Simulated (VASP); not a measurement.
Write the native input for VASP 6.6.1 that does the following.

```yaml
Task: single point
Functional: PBEsol
Potentials_or_basis: VASP PAW PBE potentials, release 64 (Pb_d, S)
Cutoff: 500 eV
k_mesh: 6 × 6 × 6
Occupations: gaussian, width 0.05 eV
Spin: no spin polarisation
Dipole_correction: no
Further_INCAR_settings: ALGO = Normal; EDIFF = 1e-06; NBANDS = 17
```

The structure of PbS lies in POSCAR:

```
PbS
1.0
    3.5873162199      0.0000000000      0.0000000000
    0.0000000000      3.5873162199      0.0000000000
    0.0000000000      0.0000000000      3.5873162199
Pb S
1 1
Direct
    0.0000000000      0.0000000000      0.0000000000
    0.5000000000      0.5000000000      0.5000000000
```

The input as run:

INCAR

```
SYSTEM = PbS
PREC = Accurate
ENCUT = 500
EDIFF = 1E-6
ISMEAR = 0
SIGMA = 0.05
LREAL = .False.
LASPH = .True.
NELM = 120
ALGO = Normal
ISIF = 2
LWAVE = .False.
LCHARG = .False.
GGA = PS
NBANDS = 17
GGA_COMPAT = .False.
```

KPOINTS

```
regular mesh
0
Gamma
  6 6 6
  0 0 0
```

Potentials or basis: VASP PAW PBE potentials, release 64 (Pb_d, S).

The run is started by

```console
$ cat potpaw_PBE.64/Pb_d/POTCAR potpaw_PBE.64/S/POTCAR > POTCAR
$ mpirun -np 1 vasp_std > vasp.out
```

Results of the run:

| Item | Value |
| --- | --- |
| Pressure | -0.3 GPa |
| Band gap on the k mesh | zero (band 10 reaches 6.71 eV, above the bottom of band 11 at 5.92 eV) |

Caveat: the PAW data sets were made with another functional, which shifts forces and pressure a little; spin-orbit coupling is left out, which moves the levels of the heavy elements.

Wall time 15 s on 1 thread of Intel Xeon 8259CL, on a shared host, peak memory 0.16 GiB.
